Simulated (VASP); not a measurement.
# SrTiO3 (Ibam) in VASP: further runs

The runs below take SrTiO3 through single point, with PBEsol.

Program: VASP 6.6.1. These are calculated values, not measurements. Logs are shortened: lines on timing, memory, paths and dates and some standing lists are left out, and cuts for length are marked.

### Step 1. The cell of the first run

Symmetry: Ibam, No. 72, orthorhombic system. Conventional cell: a = 5.487 Å, b = 5.542 Å, c = 7.809 Å, α = 90.00°, β = 90.00°, γ = 90.00°. Sr (site symmetry 222) has 12 O at 2.63 to 2.90 Å and 8 Ti at 3.37 to 3.39 Å within 3.5 Å. Within 2.6 Å of Ti (site symmetry 2/m) lie 6 O at 1.95 to 1.96 Å. Within 2.6 Å of O (site symmetry 222) lie 2 Ti at 1.95 Å. O (site symmetry m) has 2 Ti at 1.96 Å within 2.6 Å.

### Step 2. Single point, PBEsol (strain +0.0100 x Voigt [0, 1, 0, 0, 0, 0])

Input file INCAR:

```
ALGO = Normal
EDIFF = 1E-6
ENCUT = 520
GGA = PS
ISIF = 2
ISMEAR = 0
LASPH = True
LCHARG = False
LREAL = False
LWAVE = False
NBANDS = 51
NELM = 80
PREC = Accurate
SIGMA = 0.05
```

Input file KPOINTS:

```
k-points
0
Gamma
  8 8 8
```

Input file POSCAR:

```
SrTiO3
1.0
   -2.7435446834      2.7709801302      3.9043133139
    2.7435446834     -2.7709801302      3.9043133139
    2.7435446834      2.7709801302     -3.9043133139
Sr Ti O
2 2 6
Direct
    0.7500000000      0.2500000000      0.5000000000
    0.2500000000      0.7500000000      0.5000000000
    0.0000000000      0.0000000000      0.0000000000
    0.5000000000      0.5000000000      0.0000000000
    0.2500000000      0.2500000000      0.0000000000
    0.7500000000      0.7500000000      0.0000000000
    0.7253545255      0.2253545255      0.9507090510
    0.2253545255      0.2746454745      0.5000000000
    0.2746454745      0.7746454745      0.0492909490
    0.7746454745      0.7253545255      0.5000000000
```

Potentials or basis: VASP PAW PBE potentials, release 64 (Sr_sv, Ti_sv, O).

On the command line:

```console
$ cat potpaw_PBE.64/Sr_sv/POTCAR potpaw_PBE.64/Ti_sv/POTCAR potpaw_PBE.64/O/POTCAR > POTCAR
$ mpirun -np 1 vasp_std > vasp.out
```

OUTCAR:

```text
EDIFF = 1E-6
   ENCUT = 520
   GGA = PS
   ISIF = 2
   ISMEAR = 0
   LASPH = True
   LREAL = False
   NELM = 80
   PREC = Accurate

 ion  position               nearest neighbor table
   1  0.750  0.250  0.500-   7 2.63   8 2.63  10 2.63   9 2.63   6 2.74   6 2.74   5 2.77   5 2.77
                             8 2.90  10 2.90   9 2.90   7 2.90   3 3.37   4 3.37   4 3.37   3 3.37
   2  0.250  0.750  0.500-   9 2.63   8 2.63  10 2.63   7 2.63   5 2.74   5 2.74   6 2.77   6 2.77
                            10 2.90   8 2.90   7 2.90   9 2.90   4 3.37   3 3.37   3 3.37   4 3.37
   3  0.000  0.000  0.000-   5 1.95   6 1.95   8 1.96  10 1.96   9 1.96   7 1.96   2 3.37   1 3.37
                             2 3.37   1 3.37   2 3.39   1 3.39   1 3.39   2 3.39
   4  0.500  0.500  0.000-   5 1.95   6 1.95   7 1.96   9 1.96  10 1.96   8 1.96   1 3.37   2 3.37
                             1 3.37   2 3.37   2 3.39   1 3.39   2 3.39   1 3.39
   5  0.250  0.250  0.000-   3 1.95   4 1.95   2 2.74   2 2.74   1 2.77   1 2.77
   6  0.750  0.750  0.000-   3 1.95   4 1.95   1 2.74   1 2.74   2 2.77   2 2.77
   7  0.725  0.225  0.951-   4 1.96   3 1.96   1 2.63   2 2.63   2 2.90   1 2.90
   8  0.225  0.275  0.500-   3 1.96   4 1.96   1 2.63   2 2.63   1 2.90   2 2.90
   9  0.275  0.775  0.049-   4 1.96   3 1.96   2 2.63   1 2.63   1 2.90   2 2.90
  10  0.775  0.725  0.500-   3 1.96   4 1.96   1 2.63   2 2.63   1 2.90   2 2.90

  LATTYP: Found a body centered orthorhombic cell.
 ALAT       =     5.4870893668
 B/A-ratio  =     1.0100000000
 C/A-ratio  =     1.4230908421

  Lattice vectors:

 A1 = (  -2.7435446834,   2.7709801302,   3.9043133139)
 A2 = (   2.7435446834,  -2.7709801302,   3.9043133139)
 A3 = (   2.7435446834,   2.7709801302,  -3.9043133139)

Analysis of symmetry for initial positions (statically):
=====================================================================
 Subroutine PRICEL returns:
 Original cell was already a primitive cell.

 Routine SETGRP: Setting up the symmetry group for a
 body centered orthorhombic supercell.

 Subroutine GETGRP returns: Found  8 space group operations
 (whereof  4 operations were pure point group operations)
 out of a pool of  8 trial point group operations.

The static configuration has the point symmetry C_2h.
 The point group associated with its full space group is D_2h.

Analysis of symmetry for dynamics (positions and initial velocities):
=====================================================================
 Subroutine PRICEL returns:
 Original cell was already a primitive cell.

 Routine SETGRP: Setting up the symmetry group for a
 body centered orthorhombic supercell.

 Subroutine GETGRP returns: Found  8 space group operations
 (whereof  4 operations were pure point group operations)
 out of a pool of  8 trial point group operations.

The dynamic configuration has the point symmetry C_2h.
 The point group associated with its full space group is D_2h.

 Subroutine INISYM returns: Found  8 space group operations
 (whereof  4 operations are pure point group operations),
 and found     1 'primitive' translations

----------------------------------------------------------------------------------------

                                     Primitive cell

  volume of cell :     118.7272

  direct lattice vectors                    reciprocal lattice vectors
    -2.743544683  2.770980130  3.904313314     0.000000000  0.180441568  0.128063493
     2.743544683 -2.770980130  3.904313314     0.182245984  0.000000000  0.128063493
     2.743544683  2.770980130 -3.904313314     0.182245984  0.180441568  0.000000000

  length of vectors
     5.518064041  5.518064041  5.518064041     0.221267751  0.222741682  0.256462001

  position of ions in fractional coordinates (direct lattice)
     0.750000000  0.250000000  0.500000000
     0.250000000  0.750000000  0.500000000
     0.000000000  0.000000000  0.000000000
     0.500000000  0.500000000  0.000000000
     0.250000000  0.250000000  0.000000000
     0.750000000  0.750000000  0.000000000
     0.725354526  0.225354526  0.950709051
     0.225354526  0.274645474  0.500000000
     0.274645474  0.774645474  0.049290949
     0.774645474  0.725354526  0.500000000

  ion indices of the primitive-cell ions
   primitive index   ion index
                 1           1
                 2           2
                 3           3
                 4           4
                 5           5
                 6           6
                 7           7
                 8           8
                 9           9
                10          10

----------------------------------------------------------------------------------------

 KPOINTS: k-points

Automatic generation of k-mesh.
 Grid dimensions read from file:
 generate k-points for:    8    8    8

 Generating k-lattice:

  Cartesian coordinates                     Fractional coordinates (reciprocal lattice)
     0.000000000  0.022555196  0.016007937     0.125000000  0.000000000  0.000000000
     0.022780748  0.000000000  0.016007937     0.000000000  0.125000000  0.000000000
     0.022780748  0.022555196  0.000000000     0.000000000  0.000000000  0.125000000

  Length of vectors
     0.027658469  0.027842710  0.032057750

  Shift w.r.t. Gamma in fractional coordinates (k-lattice)
     0.000000000  0.000000000  0.000000000

 Subroutine IBZKPT returns following result:
 ===========================================

 Found     95 irreducible k-points:

 Following reciprocal coordinates:
            Coordinates               Weight
  0.000000  0.000000  0.000000      1.000000
  0.125000  0.000000  0.000000      4.000000
  0.250000  0.000000  0.000000      4.000000
  0.375000  0.000000 -0.000000      4.000000
  0.500000  0.000000  0.000000      2.000000
  0.000000  0.125000 -0.000000      4.000000
[... 16 lines left out ...]
  0.125000  0.375000 -0.000000      8.000000
  0.250000  0.375000 -0.000000      8.000000
 [... further k-points ...]
   k-points           NKPTS =     95   k-points in BZ     NKDIM =     95   number of bands    NBANDS=     51
   number of dos      NEDOS =    301   number of ions     NIONS =     10
   total plane-waves  NPLWV =  74088
   dimension x,y,z NGX =    42 NGY =   42 NGZ =   42
   dimension x,y,z NGXF=    84 NGYF=   84 NGZF=   84
   ions per type =               2   2   6
   NGX,Y,Z   is equivalent  to a cutoff of  12.65, 12.65, 12.65 a.u.
   NGXF,Y,Z  is equivalent  to a cutoff of  25.31, 25.31, 25.31 a.u.
 SYSTEM =  unknown system
   PREC   = accura    normal or accurate (medium, high low for compatibility)
   ISTART =      0    job   : 0-new  1-cont  2-samecut
   ICHARG =      2    charge: 1-file 2-atom 10-const
   ISPIN  =      1    spin polarized calculation?
   LNONCOLLINEAR =      F non collinear calculations
   LSORBIT =      F    spin-orbit coupling
   LASPH  =      T    aspherical Exc in radial PAW
   ENCUT  =  520.0 eV  38.22 Ry    6.18 a.u.  10.26 10.26 10.26*2*pi/ulx,y,z
   NELM   =     80;   NELMIN=  2; NELMDL= -5     # of ELM steps
   EDIFF  = 0.1E-05   stopping-criterion for ELM
   LREAL  =      F    real-space projection
   EDIFFG = 0.1E-04   stopping-criterion for IOM
   NSW    =      0    number of steps for IOM
   IBRION =     -1    ionic relax: 0-MD 1-quasi-New 2-CG
   NFREE  =      0    steps in history (QN), initial steepest desc. (CG)
   ISIF   =      2    stress and relaxation
   ISYM   =      2    0-nonsym 1-usesym 2-fastsym
   POTIM  = 0.5000    time-step for ionic-motion
   TEBEG  =    0.0;   TEEND  =   0.0 temperature during run
   PSTRESS=    0.0 pullay stress
   NELECT =      80.0000    total number of electrons
   NUPDOWN=      -1.0000    fix difference up-down
   EMIN   =  10.00;   EMAX   =-10.00  energy-range for DOS
   EFERMI =   0.00;   METHOD = LEGACY
   ISMEAR =     0;   SIGMA  =   0.05  broadening in eV -4-tet -1-fermi 0-gaus
   EFERMI_NEDOS =   21; number of points for ismear=-14 and -15
   IALGO  =     38    algorithm
   IMIX   =      4    mixing-type and parameters
     AMIX     =   0.40;   BMIX     =  1.00
     AMIX_MAG =   1.60;   BMIX_MAG =  1.00
  volume/ion in A,a.u.               =      11.87        80.12
  Fermi-wavevector in a.u.,A,eV,Ry     =   1.435230  2.712191 28.026433  2.059885
  Thomas-Fermi vector in A             =   2.554551
   LORBIT       =      0    0 simple, 1 ext, 2 COOP (PROOUT), +10 PAW based schemes
   GGA     = PS    functional components
   LHFCALC =     F    Hartree Fock is set to
   AEXX    =    0.0000 exact exchange contribution
   IVDW    =     0    specifies the selected vdW correction
   LEPSILON=     F    determine dielectric tensor
   LRPA    =     F    only Hartree local field effects (RPA)
 non-spin polarized calculation
 Gauss-broadening in eV      SIGMA  =   0.05
  energy-cutoff  :      520.00
  volume of cell :      118.73
 maximum number of plane-waves:      3226
 NGX is ok and might be reduce to    42
   NGX = 21   NGY = 21   NGZ = 21

 number of electron      80.0000008 magnetization

 Free energy of the ion-electron system (eV)
  ---------------------------------------------------
  ext. energy  EPLUGINS =         0.00000000
  ---------------------------------------------------
  free energy    TOTEN  =       -84.03701408 eV

  energy without entropy =      -84.03701408  energy(sigma->0) =      -84.03701408

 E-fermi :   4.3096     XC(G=0): -11.5569

 val. band max:        3.9342002924   @ k =  -0.1250   0.1250  -0.0000
 cond. band min:       5.8382120161   @ k =   0.0000   0.0000   0.0000
 fundamental gap:      1.9040117237
 Fermi energy:         4.3096107051

 k-point     1 :       0.0000    0.0000    0.0000
  band No.  band energies     occupation
      1     -52.2088      2.00000
      2     -52.2040      2.00000
      3     -28.6392      2.00000
      4     -28.6319      2.00000
      5     -28.6259      2.00000
      6     -28.5719      2.00000
[... 43 lines left out ...]
     50       9.6619      0.00000
     51      10.2018      0.00000
[... 1240 lines left out ...]
     50      11.1689      0.00000
     51      11.4455      0.00000

 [... further k-points ...]

------------------------ aborting loop because EDIFF is reached ----------------------------------------

  FORCE on cell =-STRESS in cart. coord.  units (eV):
  Direction    XX          YY          ZZ          XY          YZ          ZX
  --------------------------------------------------------------------------------------
  -------------------------------------------------------------------------------------
  Total       -0.2762496     -1.9278519     -0.2343238      0.0000000      0.0000000      0.0000000
  in kB       -3.7278820    -26.0156179     -3.1621094      0.0000000      0.0000000      0.0000000
  external PRESSURE =     -10.9685364 kB  Pullay stress =       0.0000000 kB

 VOLUME and BASIS-vectors are now :
 -----------------------------------------------------------------------------
  energy-cutoff  :      520.00
  volume of cell :      118.73
      direct lattice vectors                 reciprocal lattice vectors
    -2.743544683  2.770980130  3.904313314     0.000000000  0.180441568  0.128063493
     2.743544683 -2.770980130  3.904313314     0.182245984  0.000000000  0.128063493
     2.743544683  2.770980130 -3.904313314     0.182245984  0.180441568  0.000000000

 POSITION                                       TOTAL-FORCE (eV/Angst)
 -----------------------------------------------------------------------------------
     -0.00000      2.77098      1.95216         0.000000     -0.000000     -0.000000
      2.74354      0.00000      1.95216         0.000000     -0.000000     -0.000000
      0.00000      0.00000      0.00000         0.000000     -0.000000     -0.000000
      0.00000      0.00000      3.90431         0.000000     -0.000000     -0.000000
      0.00000      0.00000      1.95216         0.000000     -0.000000     -0.000000
      0.00000      0.00000      5.85647         0.000000     -0.000000     -0.000000
      1.23654      4.01989      0.00000         0.012219      0.019965     -0.000000
      1.50700      1.24891      0.00000        -0.012219      0.019965      0.000000
      1.50700     -1.24891      3.90431        -0.012219     -0.019965      0.000000
      1.23654      1.52207      3.90431         0.012219     -0.019965     -0.000000
 -----------------------------------------------------------------------------------
    total drift:                               -0.000000      0.000000      0.000000

  FREE ENERGIE OF THE ION-ELECTRON SYSTEM (eV)
  ---------------------------------------------------
  free  energy   TOTEN  =       -84.0370140795 eV

  energy  without entropy=      -84.0370140795  energy(sigma->0) =      -84.03701408
```

Wall time 13 min (1 thread of Intel Xeon Platinum 8259CL at 2.50GHz (Skylake/Cascade Lake), shared host); peak memory 0.59 GiB.

Results:

```
Free energy            : -84.0370 eV
Pressure               : -1.1 GPa
Largest force          : 0.023 eV/Å
Band gap on the k mesh : 1.90 eV, indirect (the least direct gap lies 4.9 meV higher)
```

Forces in eV/Å, atoms in the order of the input:
```
Sr   0.000  0.000  0.000
Sr   0.000  0.000  0.000
Ti   0.000  0.000  0.000
Ti   0.000  0.000  0.000
O    0.000  0.000  0.000
O    0.000  0.000  0.000
O    0.012  0.020  0.000
O   -0.012  0.020  0.000
O   -0.012 -0.020  0.000
O    0.012 -0.020  0.000
```

Caveat: the cell differs from its parent crystal (strain +0.0100 x Voigt [0, 1, 0, 0, 0, 0]); the PAW data sets were made with another functional, which shifts forces and pressure a little. A k mesh can miss the band edges.

### Step 3. Single point, PBEsol (strain -0.0050 x Voigt [0, 1, 0, 0, 0, 0])

Input file INCAR:

```
SYSTEM = SrTiO3
PREC = Accurate
ENCUT = 520
EDIFF = 1E-7
ISMEAR = 0
SIGMA = 0.05
LREAL = .FALSE.
LASPH = .TRUE.
NELM = 100
ALGO = Normal
ISIF = 2
LWAVE = .FALSE.
LCHARG = .FALSE.
GGA = PS
NBANDS = 51
```

Input file KPOINTS:

```
regular mesh
0
G
  8 8 8
  0 0 0
```

POSCAR: that of step 2 with these lines changed.

```diff
@@ -2,5 +2,5 @@
 1.0
-   -2.7435446834      2.7709801302      3.9043133139
-    2.7435446834     -2.7709801302      3.9043133139
-    2.7435446834      2.7709801302     -3.9043133139
+   -2.7435446834      2.7298269600      3.9043133139
+    2.7435446834     -2.7298269600      3.9043133139
+    2.7435446834      2.7298269600     -3.9043133139
 Sr Ti O
```

Potentials or basis: VASP PAW PBE potentials, release 64 (Sr_sv, Ti_sv, O).

On the command line:

```console
$ cat potpaw_PBE.64/Sr_sv/POTCAR potpaw_PBE.64/Ti_sv/POTCAR potpaw_PBE.64/O/POTCAR > POTCAR
$ mpirun -np 1 vasp_std > vasp.out
```

Wall time 8 min (1 thread of AMD EPYC 9R45 (Zen 5), shared host); peak memory 0.55 GiB.

Results (log left out):

- Free energy: -84.0360 eV
- Pressure: 1.7 GPa
- Largest force: 0.005 eV/Å
- Band gap on the k mesh: 1.94 eV, indirect (least direct gap 1.95 eV)

Forces in eV/Å, atoms in the order of the input:
```
Sr   0.000  0.000  0.000
Sr   0.000  0.000  0.000
Ti   0.000  0.000  0.000
Ti   0.000  0.000  0.000
O    0.000  0.000  0.000
O    0.000  0.000  0.000
O    0.001 -0.005  0.000
O   -0.001 -0.005  0.000
O   -0.001  0.005  0.000
O    0.001  0.005  0.000
```

Stress tensor (GPa, compression positive):
```
1.29 0.00 0.00
0.00 2.44 0.00
0.00 0.00 1.28
```

Levels at points of the mesh, in eV from the valence-band top:
| k point | band 38 | band 39 | band 40 | band 41 | band 42 | band 43 |
| --- | --- | --- | --- | --- | --- | --- |
| (0.00, 0.00, 0.00) | -0.15 | -0.01 | -0.01 | 1.94 | 1.96 | 1.97 |
| (0.50, 0.00, 0.00) | -0.76 | -0.59 | -0.59 | 3.45 | 3.45 | 3.49 |
| (0.00, 0.50, 0.00) | -0.75 | -0.58 | -0.58 | 3.45 | 3.45 | 3.49 |
| (0.50, 0.50, 0.00) | -0.67 | -0.66 | -0.05 | 2.09 | 3.84 | 3.86 |
| (0.50, 0.50, 0.50) | -0.63 | -0.58 | -0.06 | 2.13 | 3.78 | 3.78 |

Caveat: the cell differs from its parent crystal (strain -0.0050 x Voigt [0, 1, 0, 0, 0, 0]); the PAW data sets were made with another functional, which shifts forces and pressure a little.
